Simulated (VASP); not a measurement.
A run of VASP 6.6.1 is set up as follows.

INCAR

```
SYSTEM = N
PREC     = Accurate       ! precision mode
ENCUT    = 600            ! plane-wave cutoff, eV
EDIFF    = 1E-6           ! SCF threshold, eV
ISMEAR   = -5             ! smearing method
SIGMA    = 0.05           ! smearing width, eV
LREAL    = .FALSE.        ! projectors in reciprocal space
LASPH    = .TRUE.         ! aspherical terms in the spheres
NELM     = 120            ! most SCF steps
ALGO     = Normal         ! electronic algorithm
ISIF     = 2              ! what is computed and relaxed
LWAVE    = .FALSE.        ! write WAVECAR
LCHARG   = .TRUE.         ! write CHGCAR
GGA      = PE             ! functional
IVDW     = 13             ! dispersion correction
LELF     = .TRUE.         ! ELF
LVHAR    = .TRUE.       
NBANDS   = 12             ! bands
GGA_COMPAT= .FALSE.
```

The input KPOINTS:

```
Automatic mesh
0
G
  12 12 11
  0 0 0
```

POSCAR

```
N
1.0
    2.5194737886      0.0000000000      0.0000000000
   -1.2597368943      2.1819283051      0.0000000000
    0.0000000000      0.0000000000      2.4460020000
N
2
Direct
    0.3333333333      0.6666666667      0.7500000000
    0.6666666667      0.3333333333      0.2500000000
```

Potentials or basis: VASP PAW PBE potentials, release 64 (N).

Run with:

```bash
$ cat potpaw_PBE.64/N/POTCAR > POTCAR
$ mpirun -np 1 vasp_std > vasp.out
```

**Question.** What does it give for the dispersion energy per atom?

**Answer.** -0.167 eV.

**Question.** Predict the pressure.

**Answer.** 6.8 GPa.

**Question.** Estimate the band gap on the k mesh.

**Answer.** Zero (band 5 reaches 8.19 eV, above the bottom of band 6 at 4.07 eV).

Stress tensor (GPa, compression positive):
```
10.32  0.00  0.00
 0.00 10.32  0.00
 0.00  0.00 -0.13
```

Caveat: pairwise dispersion overbinds metals, which lowers pressure and volume; tetrahedron occupations give inexact forces and stress in metals.
